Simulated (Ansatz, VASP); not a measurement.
SnS2 in VASP and in Ansatz

Contents of INCAR:

```
SYSTEM = SnS2
ALGO = Normal
EDIFF = 1E-7
EDIFFG = -0.01
ENCUT = 500
GGA_COMPAT = .False.
IBRION = 2
ISIF = 3
ISMEAR = 0
LASPH = .True.
LCHARG = .False.
LREAL = .False.
LWAVE = .False.
NELM = 120
NELMIN = 4
NSW = 80
PREC = Accurate
SIGMA = 0.01
```

Contents of KPOINTS:

```
k-points
0
Gamma
  6 6 4
  0 0 0
```

Contents of POSCAR:

```
SnS2
1.0
    3.6390000000      0.0000000000      0.0000000000
   -1.8195000000      3.1514660000      0.0000000000
    0.0000000000      0.0000000000      5.8680000000
Sn S
1 2
Direct
    0.0000000000      0.0000000000      0.0000000000
    0.3333333333      0.6666666667      0.2500000000
    0.6666666667      0.3333333333      0.7500000000
```

Input for Ansatz:

```yaml
crystal:
  lattice:
    - [3.639, 0.0, 0.0]
    - [-1.8195, 3.151466, 0.0]
    - [0.0, 0.0, 5.868]
  atoms:
    - { symbol: Sn, position: [0.0, 0.0, 0.0] }
    - { symbol: S, position: [0.3333333333333333, 0.6666666666666666, 0.25] }
    - { symbol: S, position: [0.6666666666666666, 0.3333333333333333, 0.75] }
kpoints:
  mp_grid:
    grid: [6, 6, 4]
    shift: [0.0, 0.0, 0.0]
hamiltonian:
  xc: lda
  dispersion: none
scf:
  occupations:
    method: fixed
relax:
  cell: {}
```

Alike in both runs: task relaxation of cell and atoms; functional LDA; k mesh 6 × 6 × 4; no spin polarisation.

|  | VASP | Ansatz |
| --- | --- | --- |
| version | VASP 6.6.1 | Ansatz 0.2.0 |
| potentials or method | VASP PAW LDA potentials, release 64 (Sn_d, S) | plane waves, PAW |
| plane-wave cutoff (eV) | 500 | 420 |
| occupations | gaussian, width 0.01 eV | fixed |
| valence electrons in the cell | 26 | 26 |

|  | VASP | Ansatz | Ansatz less VASP |
| --- | --- | --- | --- |
| relaxed volume (Å³/atom) | 21.65 | 21.74 | +0.095 |
| relaxed cell length with the largest relative difference (Å) | 5.684 | 5.703 | +0.0190 |

LDA's correlation is that of Perdew and Zunger in VASP and of Perdew and Wang (1992) in Ansatz.
